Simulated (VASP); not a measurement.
Si3P2: relaxation of cell and atoms with PBE

Si3P2:

```
Si P
1.0
     4.34329    0.00000    0.00000
    -2.17164    3.76140    0.00000
     0.00000    0.00000    4.95952
Si P
3 2
Direct
  0.00000 0.00000 0.00000
  0.33333 0.66667 0.75614
  0.66667 0.33333 0.24386
  0.33333 0.66667 0.24427
  0.66667 0.33333 0.75573
```

```json
{"Program": "VASP 6.6.1", "Task": "relaxation of cell and atoms", "Functional": "PBE", "Potentials or basis": "VASP PAW PBE potentials, release 64 (Si, P)", "Cutoff": "600 eV", "k mesh": "12 × 12 × 8", "Occupations": "gaussian, width 0.1 eV", "Spin": "no spin polarisation", "Dipole correction": "no", "Further INCAR settings": "ALGO = Fast; EDIFF = 1e-06; IBRION = 2; EDIFFG = -0.01; NSW = 100; ISIF = 3"}
```

- Relaxed volume: 16.00 Å³/atom
- Relaxed cell: a = 4.319 Å, b = 4.319 Å, c = 4.952 Å, α = 90.00°, β = 90.00°, γ = 120.00°
- Space group after relaxing (to 0.1 Å): P-3m1 (No. 164)
- Energy gained by relaxing: 1.8 meV/atom
- Ionic steps: 9
- Pressure after relaxing: 0.0 GPa
- Band gap on the k mesh: zero (bands 11 and 12 overlap by 4.17 eV)

The path:
```tsv
step	energy change (eV)	largest force (eV/Å)	pressure (GPa)	volume (Å³)
1	0.0000	0.1734	-0.69	81.02
2	-0.0068	0.1036	-0.02	80.21
3	-0.0074	0.0859	0.25	79.90
4	-0.0086	0.0375	-0.03	80.06
5	-0.0087	0.0282	-0.12	80.12
6	-0.0089	0.0228	0.00	79.99
7	-0.0089	0.0205	0.04	79.93
8	-0.0090	0.0128	0.03	79.95
9	-0.0091	0.0016	-0.01	79.98
```

Final structure:
```
Si P
1.0
     4.31870    0.00000    0.00000
    -2.15935    3.74011    0.00000
     0.00000    0.00000    4.95175
Si P
3 2
Direct
  0.00000 0.00000 0.00000
  0.33333 0.66667 0.75093
  0.66667 0.33333 0.24907
  0.33333 0.66667 0.24663
  0.66667 0.33333 0.75337
```

Levels at points of the mesh, in eV from the Fermi level:
```tsv
k point	band 8	band 9	band 10	band 11	band 12	band 13	band 14	band 15
(0.00, 0.00, 0.00)	-3.72	-3.51	-2.20	-1.50	-1.50	-0.42	1.74	1.74
(0.50, 0.00, 0.00)	-4.73	-2.91	-1.19	0.25	0.61	2.02	2.84	3.48
(0.00, 0.00, 0.50)	-3.93	-3.16	-2.84	-2.84	-2.21	-1.44	0.02	0.02
(0.50, 0.00, 0.50)	-3.76	-0.94	-0.46	0.62	1.34	2.66	3.09	3.37
```

Wall time 11 min on 1 thread of Oxide Virtual Turin-like Processor, with other jobs on the host, peak memory 0.31 GiB.

Caveat: the highest band is partly filled, so the run has too few bands.
